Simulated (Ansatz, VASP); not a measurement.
# Two plane-wave programs on Cd

Contents of POSCAR:

```
Cd
1.0
    2.8600306442      0.0000000000      0.0000000000
    0.0000000000      2.8600306442      0.0000000000
    0.0000000000      0.0000000000      2.8600306442
Cd
1
Direct
    0.0000000000      0.0000000000      0.0000000000
```

File INCAR.step1:

```
SYSTEM = Cd
  PREC = Accurate
  ENCUT = 550
  ISMEAR = -1
  SIGMA = 0.1
  LREAL = .False.
  LASPH = .True.
  NELM = 120
  NBANDS = 12
  GGA = PE
  ALGO = Normal
  EDIFF = 1E-5
  LWAVE = .True.
  LCHARG = .False.
  GGA_COMPAT = .False.
```

File INCAR.step2:

```
SYSTEM = Cd
  PREC = Accurate
  ENCUT = 550
  EDIFF = 1E-6
  ISMEAR = -1
  SIGMA = 0.1
  LREAL = .False.
  LASPH = .True.
  NELM = 120
  ALGO = Normal
  ISIF = 2
  LWAVE = .False.
  LCHARG = .False.
  METAGGA = R2SCAN
  LMIXTAU = .True.
  NBANDS = 12
  ISTART = 1
  GGA_COMPAT = .False.
```

The input KPOINTS:

```
regular mesh
0
Gamma
  12 12 12
  0 0 0
```

Input for Ansatz:

```yaml
crystal:
  lattice:
    - [2.8600306442, 0.0, 0.0]
    - [0.0, 2.8600306442, 0.0]
    - [0.0, 0.0, 2.8600306442]
  atoms:
    - { symbol: Cd, position: [0.0, 0.0, 0.0] }
hamiltonian:
  xc: r2scan
  pseudopotentials:
    kind: paw
    azcp:
      Cd: "pseudopotentials/Cd.paw.azcp"
basis:
  ecutwfc: 500
  fft_grid_basis: typed
kpoints:
  mp_grid: { grid: [12, 12, 12], shift: [0, 0, 0] }
magnetization:
  spin_polarized: false
scf:
  occupations: { method: fermi_dirac, width: 0.1 }
  lower_state_search: "off"
output:
  stress: true
```

Alike in both runs: task single point; functional r2SCAN; k mesh 12 × 12 × 12; occupations fermi-dirac, width 0.1 eV; no spin polarisation.

```csv
,VASP,Ansatz
version,VASP 6.6.1,Ansatz 0.2.0
potentials or method,"VASP PAW PBE potentials, release 64 (Cd), cutoff 550 eV","plane waves (500 eV) with PAW, scalar-relativistic"
valence electrons in the cell,12,20
```

Ansatz gave:

| Property | Result |
| --- | --- |
| pressure (GPa) | 4.2 |

Question: What did VASP give for the same quantities?

Answer: Pressure (GPa): 4.6.

VASP's potentials were made for PBE, not for r2SCAN. The functional is the same, so the differences come from potentials, cutoffs and numerics. VASP's potentials hold 12 valence electrons a cell and Ansatz's 20, so a difference there can come from the potentials and not from the codes.
